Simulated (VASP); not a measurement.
# Y (P6_3/mmc) in VASP: a series of runs

Runs on Y. Level: PBEsol. Tasks: single point.

Everything below comes from runs of VASP 6.6.1. Logs are shortened: lines on timing, memory, paths and dates and some standing lists are left out, and cuts for length are marked.

### Step 1. The cell of the first run

The structure is hexagonal, space group P6_3/mmc (No. 194). Conventional cell: a = 3.651 Å, b = 3.651 Å, c = 6.207 Å, α = 90.00°, β = 90.00°, γ = 120.00°. Within 4.8 Å of Y (site symmetry -6m2) lie 12 Y at 3.65 to 3.75 Å.

### Step 2. Single point, PBEsol (strain +0.000 along x and y, +0.080 along z)

File INCAR:

```
PREC = Accurate ; ENCUT = 520
EDIFF = 1E-6 ; ISMEAR = 0
SIGMA = 0.15 ; LREAL = F
LASPH = T ; NELM = 100
ALGO = Fast ; ISIF = 2
LWAVE = F ; LCHARG = F
GGA = PS ; NBANDS = 18
```

File KPOINTS:

```
Automatic mesh
0
Gamma
  15 15 8
```

File POSCAR:

```
Y
1.0
    3.6514992371      0.0000000000      0.0000000000
   -1.8257496185      3.1622911012      0.0000000000
    0.0000000000      0.0000000000      6.2071920000
Y
2
Direct
    0.3333333333      0.6666666667      0.2500000000
    0.6666666667      0.3333333333      0.7500000000
```

Potentials or basis: VASP PAW PBE potentials, release 64 (Y_sv).

Launch:

```
$ cat potpaw_PBE.64/Y_sv/POTCAR > POTCAR
$ mpirun -np 1 vasp_std > vasp.out
```

OUTCAR:

```text
PREC = Accurate
   ENCUT = 520
   EDIFF = 1E-6
   ISMEAR = 0
   LREAL = F
   LASPH = T
   NELM = 100
   ISIF = 2
   GGA = PS

 ion  position               nearest neighbor table
   1  0.333  0.667  0.250-   2 3.75   2 3.75   2 3.75   2 3.75   2 3.75   2 3.75
   2  0.667  0.333  0.750-   1 3.75   1 3.75   1 3.75   1 3.75   1 3.75   1 3.75

  LATTYP: Found a hexagonal cell.
 ALAT       =     3.6514992371
 C/A-ratio  =     1.6999023133

  Lattice vectors:

 A1 = (   3.6514992371,   0.0000000000,   0.0000000000)
 A2 = (  -1.8257496185,   3.1622911012,   0.0000000000)
 A3 = (   0.0000000000,   0.0000000000,   6.2071920000)

Analysis of symmetry for initial positions (statically):
=====================================================================
 Subroutine PRICEL returns:
 Original cell was already a primitive cell.

 Routine SETGRP: Setting up the symmetry group for a
 hexagonal supercell.

 Subroutine GETGRP returns: Found 24 space group operations
 (whereof 12 operations were pure point group operations)
 out of a pool of 24 trial point group operations.

The static configuration has the point symmetry D_3d.
 The point group associated with its full space group is D_6h.

Analysis of symmetry for dynamics (positions and initial velocities):
=====================================================================
 Subroutine PRICEL returns:
 Original cell was already a primitive cell.

 Routine SETGRP: Setting up the symmetry group for a
 hexagonal supercell.

 Subroutine GETGRP returns: Found 24 space group operations
 (whereof 12 operations were pure point group operations)
 out of a pool of 24 trial point group operations.

The dynamic configuration has the point symmetry D_3d.
 The point group associated with its full space group is D_6h.

 Subroutine INISYM returns: Found 24 space group operations
 (whereof 12 operations are pure point group operations),
 and found     1 'primitive' translations

----------------------------------------------------------------------------------------

                                     Primitive cell

  volume of cell :      71.6751

  direct lattice vectors                    reciprocal lattice vectors
     3.651499237  0.000000000  0.000000000     0.273860115  0.158113211  0.000000000
    -1.825749618  3.162291101  0.000000000     0.000000000  0.316226422  0.000000000
     0.000000000  0.000000000  6.207192000     0.000000000  0.000000000  0.161103443

  length of vectors
     3.651499237  3.651499237  6.207192000     0.316226422  0.316226422  0.161103443

  position of ions in fractional coordinates (direct lattice)
     0.333333333  0.666666667  0.250000000
     0.666666667  0.333333333  0.750000000

  ion indices of the primitive-cell ions
   primitive index   ion index
                 1           1
                 2           2

----------------------------------------------------------------------------------------

 KPOINTS: Automatic mesh

Automatic generation of k-mesh.
 Grid dimensions read from file:
 generate k-points for:   15   15    8

 Generating k-lattice:

  Cartesian coordinates                     Fractional coordinates (reciprocal lattice)
     0.018257341  0.010540881  0.000000000     0.066666667 -0.000000000  0.000000000
     0.000000000  0.021081761  0.000000000     0.000000000  0.066666667  0.000000000
     0.000000000  0.000000000  0.020137930     0.000000000  0.000000000  0.125000000

  Length of vectors
     0.021081761  0.021081761  0.020137930

  Shift w.r.t. Gamma in fractional coordinates (k-lattice)
     0.000000000  0.000000000  0.000000000

 Subroutine IBZKPT returns following result:
 ===========================================

 Found    135 irreducible k-points:

 Following reciprocal coordinates:
            Coordinates               Weight
  0.000000  0.000000  0.000000      1.000000
  0.066667  0.000000  0.000000      6.000000
  0.133333  0.000000  0.000000      6.000000
  0.200000  0.000000  0.000000      6.000000
  0.266667  0.000000  0.000000      6.000000
  0.333333  0.000000  0.000000      6.000000
[... 16 lines left out ...]
  0.333333  0.200000  0.000000     12.000000
  0.400000  0.200000  0.000000      6.000000
 [... further k-points ...]
   k-points           NKPTS =    135   k-points in BZ     NKDIM =    135   number of bands    NBANDS=     18
   number of dos      NEDOS =    301   number of ions     NIONS =      2
   total plane-waves  NPLWV =  37632
   dimension x,y,z NGX =    28 NGY =   28 NGZ =   48
   dimension x,y,z NGXF=    56 NGYF=   56 NGZF=   96
   ions per type =               2
   NGX,Y,Z   is equivalent  to a cutoff of  12.75, 12.75, 12.86 a.u.
   NGXF,Y,Z  is equivalent  to a cutoff of  25.50, 25.50, 25.71 a.u.
 SYSTEM =  unknown system
   PREC   = accura    normal or accurate (medium, high low for compatibility)
   ISTART =      0    job   : 0-new  1-cont  2-samecut
   ICHARG =      2    charge: 1-file 2-atom 10-const
   ISPIN  =      1    spin polarized calculation?
   LNONCOLLINEAR =      F non collinear calculations
   LSORBIT =      F    spin-orbit coupling
   LASPH  =      T    aspherical Exc in radial PAW
   ENCUT  =  520.0 eV  38.22 Ry    6.18 a.u.   6.79  6.79 11.54*2*pi/ulx,y,z
   NELM   =    100;   NELMIN=  2; NELMDL= -5     # of ELM steps
   EDIFF  = 0.1E-05   stopping-criterion for ELM
   LREAL  =      F    real-space projection
   EDIFFG = 0.1E-04   stopping-criterion for IOM
   NSW    =      0    number of steps for IOM
   IBRION =     -1    ionic relax: 0-MD 1-quasi-New 2-CG
   NFREE  =      0    steps in history (QN), initial steepest desc. (CG)
   ISIF   =      2    stress and relaxation
   ISYM   =      2    0-nonsym 1-usesym 2-fastsym
   POTIM  = 0.5000    time-step for ionic-motion
   TEBEG  =    0.0;   TEEND  =   0.0 temperature during run
   PSTRESS=    0.0 pullay stress
   NELECT =      22.0000    total number of electrons
   NUPDOWN=      -1.0000    fix difference up-down
   EMIN   =  10.00;   EMAX   =-10.00  energy-range for DOS
   EFERMI =   0.00;   METHOD = LEGACY
   ISMEAR =     0;   SIGMA  =   0.15  broadening in eV -4-tet -1-fermi 0-gaus
   EFERMI_NEDOS =   21; number of points for ismear=-14 and -15
   IALGO  =     68    algorithm
   IMIX   =      4    mixing-type and parameters
     AMIX     =   0.40;   BMIX     =  1.00
     AMIX_MAG =   1.60;   BMIX_MAG =  1.00
  volume/ion in A,a.u.               =      35.84       241.84
  Fermi-wavevector in a.u.,A,eV,Ry     =   1.104315  2.086853 16.592463  1.219512
  Thomas-Fermi vector in A             =   2.240786
   LORBIT       =      0    0 simple, 1 ext, 2 COOP (PROOUT), +10 PAW based schemes
   GGA     = PS    functional components
   LHFCALC =     F    Hartree Fock is set to
   AEXX    =    0.0000 exact exchange contribution
   IVDW    =     0    specifies the selected vdW correction
   LEPSILON=     F    determine dielectric tensor
   LRPA    =     F    only Hartree local field effects (RPA)
 non-spin polarized calculation
 RMM-DIIS sequential band-by-band and
 Gauss-broadening in eV      SIGMA  =   0.15
  energy-cutoff  :      520.00
  volume of cell :       71.68
 maximum number of plane-waves:      1955
 NGX is ok and might be reduce to    28
   NGX = 13   NGY = 13   NGZ = 23

 number of electron      22.0000000 magnetization

 Free energy of the ion-electron system (eV)
  ---------------------------------------------------
  ext. energy  EPLUGINS =         0.00000000
  ---------------------------------------------------
  free energy    TOTEN  =       -13.45770691 eV

  energy without entropy =      -13.40166921  energy(sigma->0) =      -13.42968806

 E-fermi :   2.4963     XC(G=0):  -9.1993

 val. band max:        2.4961321162   @ k =   0.4000   0.0000   0.5000
 cond. band min:       2.4965899254   @ k =   0.4000   0.0667   0.5000
 fundamental gap:      0.0004578091
 Fermi energy:         2.4962949219

 k-point     1 :       0.0000    0.0000    0.0000
  band No.  band energies     occupation
      1     -40.3456      2.00000
      2     -40.3101      2.00000
      3     -20.5017      2.00000
      4     -20.1494      2.00000
      5     -20.1494      2.00000
      6     -20.1319      2.00000
[... 10 lines left out ...]
     17       5.4676      0.00000
     18       5.4676      0.00000

 k-point     2 :       0.0667    0.0000    0.0000
  band No.  band energies     occupation
      1     -40.3438      2.00000
      2     -40.3090      2.00000
      3     -20.4959      2.00000
      4     -20.1651      2.00000
      5     -20.1541      2.00000
      6     -20.1333      2.00000
[... 10 lines left out ...]
     17       5.3154      0.00000
     18       5.3819      0.00000

 k-point     3 :       0.1333    0.0000    0.0000
  band No.  band energies     occupation
      1     -40.3387      2.00000
      2     -40.3059      2.00000
      3     -20.4792      2.00000
      4     -20.2094      2.00000
      5     -20.1669      2.00000
      6     -20.1669      2.00000
[... 10 lines left out ...]
     17       4.9693      0.00000
     18       5.1726      0.00000

 k-point     4 :       0.2000    0.0000    0.0000
  band No.  band energies     occupation
      1     -40.3310      2.00000
      2     -40.3015      2.00000
      3     -20.4531      2.00000
      4     -20.2747      2.00000
      5     -20.2318      2.00000
      6     -20.1853      2.00000
[... 10 lines left out ...]
     17       4.9827      0.00000
     18       5.3637      0.00000

 k-point     5 :       0.2667    0.0000    0.0000
  band No.  band energies     occupation
      1     -40.3220      2.00000
      2     -40.2966      2.00000
      3     -20.4205      2.00000
      4     -20.3495      2.00000
      5     -20.3043      2.00000
      6     -20.2059      2.00000
[... 10 lines left out ...]
     17       5.5336      0.00000
     18       5.8795      0.00000

 k-point     6 :       0.3333    0.0000    0.0000
  band No.  band energies     occupation
      1     -40.3129      2.00000
      2     -40.2924      2.00000
      3     -20.4207      2.00000
      4     -20.3850      2.00000
      5     -20.3719      2.00000
      6     -20.2253      2.00000
[... 10 lines left out ...]
     17       6.1910      0.00000
     18       6.4660      0.00000

 k-point     7 :       0.4000    0.0000    0.0000
  band No.  band energies     occupation
      1     -40.3052      2.00000
      2     -40.2896      2.00000
      3     -20.4760      2.00000
      4     -20.4237      2.00000
      5     -20.3517      2.00000
      6     -20.2402      2.00000
[... 10 lines left out ...]
     17       6.8817      0.00000
     18       7.0527      0.00000

 k-point     8 :       0.4667    0.0000    0.0000
  band No.  band energies     occupation
      1     -40.3006      2.00000
      2     -40.2885      2.00000
      3     -20.5061      2.00000
      4     -20.4517      2.00000
      5     -20.3293      2.00000
      6     -20.2483      2.00000
[... 10 lines left out ...]
     17       7.2585      0.00000
     18       7.3365      0.00000
[... 229 lines left out ...]
     17       6.7900      0.00000
     18       6.9733      0.00000

 k-point    20 :       0.4000    0.1333    0.0000
  band No.  band energies     occupation
      1     -40.2983      2.00000
      2     -40.2881      2.00000
      3     -20.4877      2.00000
      4     -20.4348      2.00000
      5     -20.3173      2.00000
      6     -20.2827      2.00000
[... 10 lines left out ...]
     17       6.9604      0.00000
     18       7.0228      0.00000

 k-point    21 :       0.2000    0.2000    0.0000
  band No.  band energies     occupation
      1     -40.3106      2.00000
      2     -40.2915      2.00000
      3     -20.3883      2.00000
      4     -20.3823      2.00000
      5     -20.3758      2.00000
      6     -20.2463      2.00000
[... 10 lines left out ...]
     17       6.3188      0.00000
     18       6.9146      0.00000

 k-point    22 :       0.2667    0.2000    0.0000
  band No.  band energies     occupation
      1     -40.3032      2.00000
      2     -40.2890      2.00000
      3     -20.4308      2.00000
      4     -20.4046      2.00000
      5     -20.3429      2.00000
      6     -20.2802      2.00000
[... 10 lines left out ...]
     17       6.6162      0.00000
     18       6.8359      0.00000

 k-point    23 :       0.3333    0.2000    0.0000
  band No.  band energies     occupation
      1     -40.2975      2.00000
      2     -40.2880      2.00000
      3     -20.4592      2.00000
      4     -20.4143      2.00000
      5     -20.3136      2.00000
      6     -20.3091      2.00000
[... 10 lines left out ...]
     17       6.7488      0.00000
     18       6.7817      0.00000

 k-point    24 :       0.4000    0.2000    0.0000
  band No.  band energies     occupation
      1     -40.2952      2.00000
      2     -40.2880      2.00000
      3     -20.4691      2.00000
      4     -20.4164      2.00000
      5     -20.3210      2.00000
      6     -20.2996      2.00000
[... 10 lines left out ...]
     17       6.7794      0.00000
     18       6.8140      0.00000

 [... further k-points ...]

------------------------ aborting loop because EDIFF is reached ----------------------------------------

  FORCE on cell =-STRESS in cart. coord.  units (eV):
  Direction    XX          YY          ZZ          XY          YZ          ZX
  --------------------------------------------------------------------------------------
  -------------------------------------------------------------------------------------
  Total       -1.4942439     -1.4942439     -3.1912431     -0.0000000      0.0000000      0.0000000
  in kB      -33.4013367    -33.4013367    -71.3349292     -0.0000000      0.0000000      0.0000000
  external PRESSURE =     -46.0458675 kB  Pullay stress =       0.0000000 kB

 VOLUME and BASIS-vectors are now :
 -----------------------------------------------------------------------------
  energy-cutoff  :      520.00
  volume of cell :       71.68
      direct lattice vectors                 reciprocal lattice vectors
     3.651499237  0.000000000  0.000000000     0.273860115  0.158113211  0.000000000
    -1.825749618  3.162291101  0.000000000     0.000000000  0.316226422  0.000000000
     0.000000000  0.000000000  6.207192000     0.000000000  0.000000000  0.161103443

 POSITION                                       TOTAL-FORCE (eV/Angst)
 -----------------------------------------------------------------------------------
     -0.00000      2.10819      1.55180         0.000000      0.000000      0.000000
      1.82575      1.05410      4.65539        -0.000000     -0.000000      0.000000
 -----------------------------------------------------------------------------------
    total drift:                               -0.000000      0.000000     -0.000000

  FREE ENERGIE OF THE ION-ELECTRON SYSTEM (eV)
  ---------------------------------------------------
  free  energy   TOTEN  =       -13.4577069082 eV

  energy  without entropy=      -13.4016692117  energy(sigma->0) =      -13.42968806
```

It took 2.2 min on 1 thread of Intel Xeon Platinum 8559C (Emerald Rapids), shared host; peak memory 0.31 GiB.

Results:

- Free energy: -13.4577 eV
- Pressure: -4.6 GPa
- Band gap on the k mesh: zero (bands 11 and 12 overlap by 0.95 eV)

Levels at points of the mesh, in eV from the Fermi level:
```tsv
k point	band 7	band 8	band 9	band 10	band 11	band 12	band 13	band 14	band 15	band 16
(0.00, 0.00, 0.00)	-22.60	-22.60	-4.57	-1.95	0.23	1.40	1.74	1.74	2.14	2.14
(0.00, 0.00, 0.50)	-22.62	-22.62	-3.39	-3.39	0.60	0.60	1.75	1.75	1.75	1.75
```

Caveat: the cell differs from its parent crystal (strain +0.000 along x and y, +0.080 along z); the cell stands under tension; the PAW data sets were made with another functional, which shifts forces and pressure a little.

### Step 3. Single point, PBEsol (strain +0.040 along x and y, +0.000 along z)

File INCAR:

```
ALGO     = Fast           # electronic algorithm
EDIFF    = 1E-7           # SCF threshold, eV
ENCUT    = 520            # plane-wave cutoff, eV
GGA      = PS             # functional
ISIF     = 2              # what is computed and relaxed
ISMEAR   = 0              # smearing method
LASPH    = T              # aspherical terms in the spheres
LCHARG   = F              # write CHGCAR
LREAL    = F              # projectors in reciprocal space
LWAVE    = F              # write WAVECAR
NBANDS   = 18             # bands
NELM     = 80             # most SCF steps
PREC     = Accurate       # precision mode
SIGMA    = 0.15           # smearing width, eV
```

File KPOINTS:

```
k-points
0
Gamma
  15 15 8
```

File POSCAR:

```
Y
1.0
    3.7975592066      0.0000000000      0.0000000000
   -1.8987796033      3.2887827453      0.0000000000
    0.0000000000      0.0000000000      5.7474000000
Y
2
Direct
    0.3333333333      0.6666666667      0.2500000000
    0.6666666667      0.3333333333      0.7500000000
```

Potentials or basis: VASP PAW PBE potentials, release 64 (Y_sv).

Launch:

```
$ cat potpaw_PBE.64/Y_sv/POTCAR > POTCAR
$ mpirun -np 1 vasp_std > vasp.out
```

Run time: 2.8 min. Hardware: 1 thread of Intel Xeon Platinum 8559C (Emerald Rapids), shared host; peak memory 0.31 GiB.

Results (log left out):

- Free energy: -13.5034 eV
- Pressure: -4.8 GPa
- Band gap on the k mesh: zero (bands 11 and 12 overlap by 1.55 eV)

Stress tensor (GPa, compression positive):
```
-5.21  0.00  0.00
 0.00 -5.21  0.00
 0.00  0.00 -3.90
```

Levels at points of the mesh, in eV from the Fermi level:
```csv
k point,band 7,band 8,band 9,band 10,band 11,band 12,band 13,band 14,band 15,band 16
"(0.00, 0.00, 0.00)",-22.61,-22.56,-4.54,-1.67,0.89,1.61,1.61,2.15,2.21,2.21
"(0.00, 0.00, 0.50)",-22.65,-22.65,-3.13,-3.13,1.05,1.05,1.48,1.48,1.48,1.48
```

Caveat: the cell differs from its parent crystal (strain +0.040 along x and y, +0.000 along z); the cell stands under tension; the PAW data sets were made with another functional, which shifts forces and pressure a little.

### Step 4. Single point, PBEsol (strain +0.080 along x and y, -0.040 along z)

File INCAR:

```
SYSTEM = Y
PREC = Accurate
ENCUT = 520
EDIFF = 1E-6
ISMEAR = 0
SIGMA = 0.15
LREAL = .FALSE.
LASPH = .TRUE.
NELM = 60
ALGO = Fast
ISIF = 2
LWAVE = .FALSE.
LCHARG = .FALSE.
GGA = PS
NBANDS = 18
```

File KPOINTS:

```
regular mesh
0
G
  15 15 8
  0 0 0
```

File POSCAR:

```
Y
1.0
    3.9436191761      0.0000000000      0.0000000000
   -1.9718095880      3.4152743893      0.0000000000
    0.0000000000      0.0000000000      5.5175040000
Y
2
Direct
    0.3333333333      0.6666666667      0.2500000000
    0.6666666667      0.3333333333      0.7500000000
```

Launch:

```
$ cat potpaw_PBE.64/Y_sv/POTCAR > POTCAR
$ mpirun -np 1 vasp_std > vasp.out
```

It took 2.8 min on 1 thread of Intel Xeon Platinum 8559C (Emerald Rapids), shared host; peak memory 0.32 GiB.

Results (log left out):

| Quantity | Value |
| --- | --- |
| Free energy | -13.3466 eV |
| Pressure | -5.5 GPa |
| Band gap on the k mesh | zero (bands 11 and 12 overlap by 1.88 eV) |

Stress tensor (GPa, compression positive):
```
-7.11  0.00  0.00
 0.00 -7.11  0.00
 0.00  0.00 -2.28
```

Levels at points of the mesh, in eV from the Fermi level:
```
           k point  band 7  band 8  band 9  band 10  band 11  band 12  band 13  band 14  band 15  band 16
(0.00, 0.00, 0.00)  -22.71  -22.64   -4.44    -1.48     1.33     1.47     1.47     2.01     2.01     2.17
(0.00, 0.00, 0.50)  -22.76  -22.76   -2.92    -2.92     1.22     1.22     1.22     1.22     1.32     1.32
```

Caveat: the cell differs from its parent crystal (strain +0.080 along x and y, -0.040 along z); the cell stands under tension; the PAW data sets were made with another functional, which shifts forces and pressure a little.

[end of part 1 of 2]
